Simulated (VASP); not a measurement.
## GaSbTeSe2: single point with PBE

GaSbTeSe2:

```
Ga Sb Te Se
1.0
     5.16951    0.00000    0.00000
    -2.58475    4.47693    0.00000
     0.00000    0.00000   11.33126
Ga Sb Te Se
2 2 2 4
Direct
  0.33333 0.66667 0.75000
  0.66667 0.33333 0.25000
  0.66667 0.33333 0.75000
  0.33333 0.66667 0.25000
  0.00000 0.00000 0.50000
  0.00000 0.00000 0.00000
  0.66667 0.33333 0.49691
  0.33333 0.66667 0.50309
  0.66667 0.33333 0.00309
  0.33333 0.66667 0.99691
```

The cell was generated, and may not be a known phase.

| Item | Value |
| --- | --- |
| Program | VASP 6.6.1 |
| Task | single point |
| Functional | PBE |
| Potentials or basis | VASP PAW PBE potentials, release 64 (Ga_d, Sb, Te, Se) |
| Cutoff | 520 eV |
| k mesh | 6 × 6 × 2 |
| Occupations | gaussian, width 0.1 eV |
| Spin | no spin polarisation |

```
Pressure               : 0.1 GPa
Largest force          : 0.030 eV/Å
Band gap on the k mesh : zero (bands 36 and 37 overlap by 1.32 eV)
```

Forces on the atoms (eV/Å):
```
Ga   0.000  0.000  0.000
Ga   0.000  0.000  0.000
Sb   0.000  0.000  0.000
Sb   0.000  0.000  0.000
Te   0.000  0.000  0.000
Te   0.000  0.000  0.000
Se   0.000  0.000  0.030
Se   0.000  0.000 -0.030
Se   0.000  0.000 -0.030
Se   0.000  0.000  0.030
```

Stress tensor (GPa, compression positive):
```
-0.08  0.00  0.00
 0.00 -0.08  0.00
 0.00  0.00  0.35
```

Levels at points of the mesh, in eV from the Fermi level:
```csv
k point,band 32,band 33,band 34,band 35,band 36,band 37,band 38,band 39,band 40,band 41
"(0.00, 0.00, 0.00)",-1.39,-1.39,-0.73,-0.73,-0.58,-0.49,-0.29,1.07,2.17,2.17
"(0.50, 0.00, 0.00)",-1.45,-1.34,-0.85,-0.22,-0.13,0.42,0.62,0.96,0.98,1.10
"(0.00, 0.00, 0.50)",-1.07,-1.07,-1.07,-1.06,-1.06,-0.56,-0.56,2.28,2.28,2.51
"(0.50, 0.00, 0.50)",-1.93,-1.83,-1.83,-0.18,-0.18,0.97,0.97,0.99,0.99,1.16
```

It took 3.7 min on 1 thread of Intel(R) Xeon(R) 6975P-C (Granite Rapids), with other jobs on the host, peak memory 0.47 GiB.

Caveat: spin-orbit coupling is left out, which moves the levels of the heavy elements.
